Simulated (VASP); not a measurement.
# GaN (P6_3mc) in VASP: further runs

GaN is run at these levels: PBE; tasks: single point.

Everything below comes from runs of VASP 6.6.1. Logs are shortened: lines on timing, memory, paths and dates and some standing lists are left out, and cuts for length are marked.

## (1) The cell of the first run

Symmetry: P6_3mc, No. 186, hexagonal system. Conventional cell: a = 3.283 Å, b = 3.283 Å, c = 5.197 Å, α = 90.00°, β = 90.00°, γ = 120.00°. Ga (site symmetry 3m) has 4 N at 1.98 to 1.99 Å within 2.6 Å. N (site symmetry 3m) has 4 Ga at 1.98 to 1.99 Å within 2.6 Å.

## (2) Single point, PBE (biaxial strain in the a-b plane: +2.0 %, then relaxed in part)

File INCAR:

```
SYSTEM = GaN
ALGO = Normal
EDIFF = 1E-7
ENCUT = 520
GGA = PE
ISIF = 2
ISMEAR = 0
LASPH = .TRUE.
LCHARG = .FALSE.
LREAL = .FALSE.
LWAVE = .FALSE.
NBANDS = 26
NELM = 80
PREC = Accurate
SIGMA = 0.02
```

File KPOINTS:

```
k-points
0
G
  12 12 6
  0 0 0
```

File POSCAR:

```
GaN
1.0
    3.2827382341      0.0000000000      0.0000000000
   -1.6413691170      2.8429347047      0.0000000000
    0.0000000000      0.0000000000      5.1966754284
Ga N
2 2
Direct
    0.6666666667      0.3333333333      0.4970035230
    0.3333333333      0.6666666667      0.9970035230
    0.6666666667      0.3333333333      0.8779964770
    0.3333333333      0.6666666667      0.3779964770
```

Potentials or basis: VASP PAW PBE potentials, release 64 (Ga_d, N).

On the command line:

```
> cat potpaw_PBE.64/Ga_d/POTCAR potpaw_PBE.64/N/POTCAR > POTCAR
> mpirun -np 1 vasp_std > vasp.out
```

OUTCAR:

```text
SYSTEM = GaN
   EDIFF = 1E-7
   ENCUT = 520
   GGA = PE
   ISIF = 2
   ISMEAR = 0
   LASPH = .TRUE.
   LREAL = .FALSE.
   NELM = 80
   PREC = Accurate

 ion  position               nearest neighbor table
   1  0.667  0.333  0.497-   3 1.98   4 1.99   4 1.99   4 1.99
   2  0.333  0.667  0.997-   4 1.98   3 1.99   3 1.99   3 1.99
   3  0.667  0.333  0.878-   1 1.98   2 1.99   2 1.99   2 1.99
   4  0.333  0.667  0.378-   2 1.98   1 1.99   1 1.99   1 1.99

  LATTYP: Found a hexagonal cell.
 ALAT       =     3.2827382341
 C/A-ratio  =     1.5830307072

  Lattice vectors:

 A1 = (   3.2827382341,   0.0000000000,   0.0000000000)
 A2 = (  -1.6413691170,   2.8429347047,   0.0000000000)
 A3 = (   0.0000000000,   0.0000000000,   5.1966754284)

Analysis of symmetry for initial positions (statically):
=====================================================================
 Subroutine PRICEL returns:
 Original cell was already a primitive cell.

 Routine SETGRP: Setting up the symmetry group for a
 hexagonal supercell.

 Subroutine GETGRP returns: Found 12 space group operations
 (whereof  6 operations were pure point group operations)
 out of a pool of 24 trial point group operations.

The static configuration has the point symmetry C_3v.
 The point group associated with its full space group is C_6v.

Analysis of symmetry for dynamics (positions and initial velocities):
=====================================================================
 Subroutine PRICEL returns:
 Original cell was already a primitive cell.

 Routine SETGRP: Setting up the symmetry group for a
 hexagonal supercell.

 Subroutine GETGRP returns: Found 12 space group operations
 (whereof  6 operations were pure point group operations)
 out of a pool of 24 trial point group operations.

The dynamic configuration has the point symmetry C_3v.
 The point group associated with its full space group is C_6v.

 Subroutine INISYM returns: Found 12 space group operations
 (whereof  6 operations are pure point group operations),
 and found     1 'primitive' translations

----------------------------------------------------------------------------------------

                                     Primitive cell

  volume of cell :      48.4985

  direct lattice vectors                    reciprocal lattice vectors
     3.282738234  0.000000000  0.000000000     0.304623741  0.175874599  0.000000000
    -1.641369117  2.842934705  0.000000000     0.000000000  0.351749197  0.000000000
     0.000000000  0.000000000  5.196675428     0.000000000  0.000000000  0.192430721

  length of vectors
     3.282738234  3.282738234  5.196675428     0.351749197  0.351749197  0.192430721

  position of ions in fractional coordinates (direct lattice)
     0.666666667  0.333333333  0.497003523
     0.333333333  0.666666667  0.997003523
     0.666666667  0.333333333  0.877996477
     0.333333333  0.666666667  0.377996477

  ion indices of the primitive-cell ions
   primitive index   ion index
                 1           1
                 2           2
                 3           3
                 4           4

----------------------------------------------------------------------------------------

 KPOINTS: k-points

Automatic generation of k-mesh.
 Grid dimensions read from file:
 generate k-points for:   12   12    6

 Generating k-lattice:

  Cartesian coordinates                     Fractional coordinates (reciprocal lattice)
     0.025385312  0.014656217  0.000000000     0.083333333  0.000000000  0.000000000
     0.000000000  0.029312433  0.000000000     0.000000000  0.083333333  0.000000000
     0.000000000  0.000000000  0.032071787     0.000000000  0.000000000  0.166666667

  Length of vectors
     0.029312433  0.029312433  0.032071787

  Shift w.r.t. Gamma in fractional coordinates (k-lattice)
     0.000000000  0.000000000  0.000000000

 Subroutine IBZKPT returns following result:
 ===========================================

 Found     76 irreducible k-points:

 Following reciprocal coordinates:
            Coordinates               Weight
  0.000000  0.000000  0.000000      1.000000
  0.083333  0.000000  0.000000      6.000000
  0.166667  0.000000  0.000000      6.000000
  0.250000 -0.000000  0.000000      6.000000
  0.333333  0.000000  0.000000      6.000000
  0.416667  0.000000  0.000000      6.000000
[... 16 lines left out ...]
  0.250000 -0.000000  0.166667     12.000000
  0.333333  0.000000  0.166667     12.000000
 [... further k-points ...]
   k-points           NKPTS =     76   k-points in BZ     NKDIM =     76   number of bands    NBANDS=     26
   number of dos      NEDOS =    301   number of ions     NIONS =      4
   total plane-waves  NPLWV =  23040
   dimension x,y,z NGX =    24 NGY =   24 NGZ =   40
   dimension x,y,z NGXF=    48 NGYF=   48 NGZF=   80
   ions per type =               2   2
   NGX,Y,Z   is equivalent  to a cutoff of  12.15, 12.15, 12.80 a.u.
   NGXF,Y,Z  is equivalent  to a cutoff of  24.31, 24.31, 25.59 a.u.
 SYSTEM =  GaN
   PREC   = accura    normal or accurate (medium, high low for compatibility)
   ISTART =      0    job   : 0-new  1-cont  2-samecut
   ICHARG =      2    charge: 1-file 2-atom 10-const
   ISPIN  =      1    spin polarized calculation?
   LNONCOLLINEAR =      F non collinear calculations
   LSORBIT =      F    spin-orbit coupling
   LASPH  =      T    aspherical Exc in radial PAW
   ENCUT  =  520.0 eV  38.22 Ry    6.18 a.u.   6.10  6.10  9.66*2*pi/ulx,y,z
   NELM   =     80;   NELMIN=  2; NELMDL= -5     # of ELM steps
   EDIFF  = 0.1E-06   stopping-criterion for ELM
   LREAL  =      F    real-space projection
   EDIFFG = 0.1E-05   stopping-criterion for IOM
   NSW    =      0    number of steps for IOM
   IBRION =     -1    ionic relax: 0-MD 1-quasi-New 2-CG
   NFREE  =      0    steps in history (QN), initial steepest desc. (CG)
   ISIF   =      2    stress and relaxation
   ISYM   =      2    0-nonsym 1-usesym 2-fastsym
   POTIM  = 0.5000    time-step for ionic-motion
   TEBEG  =    0.0;   TEEND  =   0.0 temperature during run
   PSTRESS=    0.0 pullay stress
   NELECT =      36.0000    total number of electrons
   NUPDOWN=      -1.0000    fix difference up-down
   EMIN   =  10.00;   EMAX   =-10.00  energy-range for DOS
   EFERMI =   0.00;   METHOD = LEGACY
   ISMEAR =     0;   SIGMA  =   0.02  broadening in eV -4-tet -1-fermi 0-gaus
   EFERMI_NEDOS =   21; number of points for ismear=-14 and -15
   IALGO  =     38    algorithm
   IMIX   =      4    mixing-type and parameters
     AMIX     =   0.40;   BMIX     =  1.00
     AMIX_MAG =   1.60;   BMIX_MAG =  1.00
  volume/ion in A,a.u.               =      12.12        81.82
  Fermi-wavevector in a.u.,A,eV,Ry     =   1.482289  2.801119 29.894440  2.197179
  Thomas-Fermi vector in A             =   2.596093
   LORBIT       =      0    0 simple, 1 ext, 2 COOP (PROOUT), +10 PAW based schemes
   GGA     = PE    functional components
   LHFCALC =     F    Hartree Fock is set to
   AEXX    =    0.0000 exact exchange contribution
   IVDW    =     0    specifies the selected vdW correction
   LEPSILON=     F    determine dielectric tensor
   LRPA    =     F    only Hartree local field effects (RPA)
 non-spin polarized calculation
 Gauss-broadening in eV      SIGMA  =   0.02
  energy-cutoff  :      520.00
  volume of cell :       48.50
 maximum number of plane-waves:      1329
   NGX = 13   NGY = 13   NGZ = 19

 number of electron      36.0000013 magnetization

 Free energy of the ion-electron system (eV)
  ---------------------------------------------------
  ext. energy  EPLUGINS =         0.00000000
  ---------------------------------------------------
  free energy    TOTEN  =       -24.28466442 eV

  energy without entropy =      -24.28466442  energy(sigma->0) =      -24.28466442

 E-fermi :   4.8839     XC(G=0): -11.3516

 val. band max:        4.7552170780   @ k =   0.0000   0.0000   0.0000
 cond. band min:       6.2292259755   @ k =   0.0000   0.0000   0.0000
 fundamental gap:      1.4740088974
 Fermi energy:         4.8839471782

 k-point     1 :       0.0000    0.0000    0.0000
  band No.  band energies     occupation
      1     -10.7950      2.00000
      2     -10.0697      2.00000
      3      -8.7098      2.00000
      4      -8.7014      2.00000
      5      -8.7014      2.00000
      6      -8.6478      2.00000
[... 18 lines left out ...]
     25      15.7971      0.00000
     26      15.7971      0.00000

 k-point     2 :       0.0833    0.0000    0.0000
  band No.  band energies     occupation
      1     -10.7368      2.00000
      2     -10.0573      2.00000
      3      -8.7049      2.00000
      4      -8.6935      2.00000
      5      -8.6764      2.00000
      6      -8.6412      2.00000
[... 18 lines left out ...]
     25      15.6346      0.00000
     26      15.9486      0.00000

 k-point     3 :       0.1667    0.0000    0.0000
  band No.  band energies     occupation
      1     -10.5809      2.00000
      2     -10.0271      2.00000
      3      -8.6849      2.00000
      4      -8.6744      2.00000
      5      -8.6280      2.00000
      6      -8.6067      2.00000
[... 18 lines left out ...]
     25      15.7756      0.00000
     26      16.3133      0.00000

 k-point     4 :       0.2500   -0.0000    0.0000
  band No.  band energies     occupation
      1     -10.3830      2.00000
      2      -9.9946      2.00000
      3      -8.6649      2.00000
      4      -8.6560      2.00000
      5      -8.5955      2.00000
      6      -8.5660      2.00000
[... 18 lines left out ...]
     25      15.7049      0.00000
     26      16.7736      0.00000
[... 496 lines left out ...]
      1     -10.5171      2.00000
      2     -10.0364      2.00000
      3      -8.6837      2.00000
      4      -8.6719      2.00000
      5      -8.6334      2.00000
      6      -8.6131      2.00000
[... 18 lines left out ...]
     25      15.2758      0.00000
     26      16.1039      0.00000

 k-point    23 :       0.2500   -0.0000    0.1667
  band No.  band energies     occupation
      1     -10.3330      2.00000
      2      -9.9981      2.00000
      3      -8.6665      2.00000
      4      -8.6507      2.00000
      5      -8.6073      2.00000
      6      -8.5725      2.00000
[... 18 lines left out ...]
     25      15.3879      0.00000
     26      16.6119      0.00000

 k-point    24 :       0.3333    0.0000    0.1667
  band No.  band energies     occupation
      1     -10.1792      2.00000
      2      -9.9705      2.00000
      3      -8.6588      2.00000
      4      -8.6387      2.00000
      5      -8.5855      2.00000
      6      -8.5333      2.00000
[... 18 lines left out ...]
     25      15.6261      0.00000
     26      17.1806      0.00000

 [... further k-points ...]
[... 5 lines left out ...]
  --------------------------------------------------------------------------------------
  -------------------------------------------------------------------------------------
  Total       -2.1935231     -2.1935231      0.0511676     -0.0000000      0.0000000      0.0000000
  in kB      -72.4642939    -72.4642939      1.6903522     -0.0000000      0.0000000      0.0000000
  external PRESSURE =     -47.7460786 kB  Pullay stress =       0.0000000 kB

 VOLUME and BASIS-vectors are now :
 -----------------------------------------------------------------------------
  energy-cutoff  :      520.00
  volume of cell :       48.50
      direct lattice vectors                 reciprocal lattice vectors
     3.282738234  0.000000000  0.000000000     0.304623741  0.175874599  0.000000000
    -1.641369117  2.842934705  0.000000000     0.000000000  0.351749197  0.000000000
     0.000000000  0.000000000  5.196675428     0.000000000  0.000000000  0.192430721

 POSITION                                       TOTAL-FORCE (eV/Angst)
 -----------------------------------------------------------------------------------
      1.64137      0.94764      2.58277        -0.000000     -0.000000      0.001263
     -0.00000      1.89529      5.18110        -0.000000      0.000000      0.001263
      1.64137      0.94764      4.56266         0.000000     -0.000000     -0.001263
     -0.00000      1.89529      1.96433         0.000000      0.000000     -0.001263
 -----------------------------------------------------------------------------------
    total drift:                               -0.000001     -0.000001     -0.001921

  FREE ENERGIE OF THE ION-ELECTRON SYSTEM (eV)
  ---------------------------------------------------
  free  energy   TOTEN  =       -24.2846644155 eV

  energy  without entropy=      -24.2846644155  energy(sigma->0) =      -24.28466442
```

Wall time 69 s (1 thread of Intel Xeon Platinum 8124M at 3.00GHz (Skylake/Cascade Lake), shared host); peak memory 0.21 GiB.

Results:

| Property | Result |
| --- | --- |
| Free energy | -24.2847 eV |
| Pressure | -4.8 GPa |
| Band gap on the k mesh | 1.47 eV, direct |

Levels at points of the mesh, in eV from the valence-band top:
| k point | band 14 | band 15 | band 16 | band 17 | band 18 | band 19 | band 20 | band 21 | band 22 | band 23 |
| --- | --- | --- | --- | --- | --- | --- | --- | --- | --- | --- |
| (0.00, 0.00, 0.00) | -1.15 | -1.15 | -0.11 | -0.11 | 0.00 | 1.47 | 3.51 | 9.00 | 9.26 | 9.26 |
| (0.50, 0.00, 0.00) | -5.08 | -3.97 | -2.72 | -2.05 | -1.00 | 4.62 | 5.11 | 6.07 | 8.11 | 10.06 |
| (0.00, 0.00, 0.50) | -3.65 | -0.64 | -0.64 | -0.64 | -0.64 | 3.71 | 3.71 | 8.20 | 8.20 | 9.77 |
| (0.50, 0.00, 0.50) | -6.37 | -1.93 | -1.93 | -1.70 | -1.70 | 4.21 | 4.21 | 7.34 | 7.34 | 9.55 |

Caveat: the cell differs from its parent crystal (biaxial strain in the a-b plane: +2.0 %, then relaxed in part).

## (3) Single point, PBE

This run uses another cell than the first one, of 11.76 Å³/atom, 0.970 times its volume.

File INCAR:

```
SYSTEM = GaN
PREC     = Accurate       ! precision mode
ENCUT    = 520            ! plane-wave cutoff, eV
EDIFF    = 1E-7           ! SCF threshold, eV
ISMEAR   = 0              ! smearing method
SIGMA    = 0.02           ! smearing width, eV
LREAL    = .FALSE.        ! projectors in reciprocal space
LASPH    = .TRUE.         ! aspherical terms in the spheres
NELM     = 60             ! most SCF steps
ALGO     = Normal         ! electronic algorithm
ISIF     = 2              ! what is computed and relaxed
LWAVE    = .FALSE.        ! write WAVECAR
LCHARG   = .FALSE.        ! write CHGCAR
GGA      = PE             ! functional
NBANDS   = 26             ! bands
```

File KPOINTS:

```
regular mesh
0
G
  12 12 6
  0 0 0
```

File POSCAR:

```
GaN
1.0
    3.2183708182      0.0000000000      0.0000000000
   -1.6091854091      2.7871908873      0.0000000000
    0.0000000000      0.0000000000      5.2431684352
Ga N
2 2
Direct
    0.6666666667      0.3333333333      0.4991348654
    0.3333333333      0.6666666667      0.9991348654
    0.6666666667      0.3333333333      0.8758651346
    0.3333333333      0.6666666667      0.3758651346
```

Potentials or basis: VASP PAW PBE potentials, release 64 (Ga_d, N).

On the command line:

```
> cat potpaw_PBE.64/Ga_d/POTCAR potpaw_PBE.64/N/POTCAR > POTCAR
> mpirun -np 1 vasp_std > vasp.out
```

Wall time 34 s (1 thread of Intel Xeon 6975P-C (Granite Rapids), shared host); peak memory 0.2 GiB.

The run converged. Its results:

* Free energy: -24.3279 eV
* Pressure: 0.1 GPa
* Band gap on the k mesh: 1.72 eV, direct

Levels at points of the mesh, in eV from the valence-band top:
```csv
k point,band 16,band 17,band 18,band 19,band 20,band 21
"(0.00, 0.00, 0.00)",-0.04,0.00,0.00,1.72,4.07,9.02
"(0.50, 0.00, 0.00)",-2.64,-2.11,-0.96,4.98,5.37,5.98
"(0.00, 0.00, 0.50)",-0.51,-0.51,-0.51,4.06,4.06,8.31
"(0.50, 0.00, 0.50)",-1.87,-1.83,-1.83,4.31,4.31,7.58
```
